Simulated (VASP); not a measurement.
Wanted: the native input for a VASP 6.6.1 run.

```yaml
Task: single point
Functional: PBE
Potentials_or_basis: VASP PAW PBE potentials, release 64 (Co, Si)
Cutoff: 520 eV
k_mesh: 14 × 14 × 14
Occupations: gaussian, width 0.15 eV
Spin: collinear spin, ferromagnetic start
Starting_moments: "[0.55, 0.0, 0.0] μB"
Fixed_moment: 0.55 μB
Dipole_correction: no
Further_INCAR_settings: ALGO = Normal; EDIFF = 1e-06; NBANDS = 20
```

The structure of CoSi2 lies in POSCAR:

```
CoSi2
1.0
    0.0000000000      2.7154125383      2.7154125383
    2.7154125383      0.0000000000      2.7154125383
    2.7154125383      2.7154125383      0.0000000000
Co Si
1 2
Direct
    0.0000000000      0.0000000000      0.0000000000
    0.2500000000      0.2500000000      0.2500000000
    0.7500000000      0.7500000000      0.7500000000
```

One way to write it, as run:

INCAR

```
PREC = Accurate
ENCUT = 520
EDIFF = 1E-6
ISMEAR = 0
SIGMA = 0.15
LREAL = F
LASPH = T
NELM = 150
ALGO = Normal
ISIF = 2
LWAVE = F
LCHARG = T
ISPIN = 2
MAGMOM = 0.55 0 0
LORBIT = 11
NUPDOWN = 0.55
LMAXMIX = 4
GGA = PE
LELF = T
LVHAR = T
NBANDS = 20
```

KPOINTS

```
Automatic mesh
0
Gamma
  14 14 14
```

Potentials or basis: VASP PAW PBE potentials, release 64 (Co, Si).

Run with:

```console
$ cat potpaw_PBE.64/Co/POTCAR potpaw_PBE.64/Si/POTCAR > POTCAR
$ mpirun -np 1 vasp_std > vasp.out
```

It gave:

- Pressure: -5.3 GPa
- Net moment: 0.55 μB per cell
- Site moments: Co +0.35; Si +0.04 μB
- Valence electrons inside the program's atomic spheres: Co 8.74; Si 1.57

Caveat: the total moment is fixed, so each spin has its own Fermi level.

Run time: 5.5 min on 1 thread of AMD EPYC 7R13, on a shared host, peak memory 0.24 GiB.
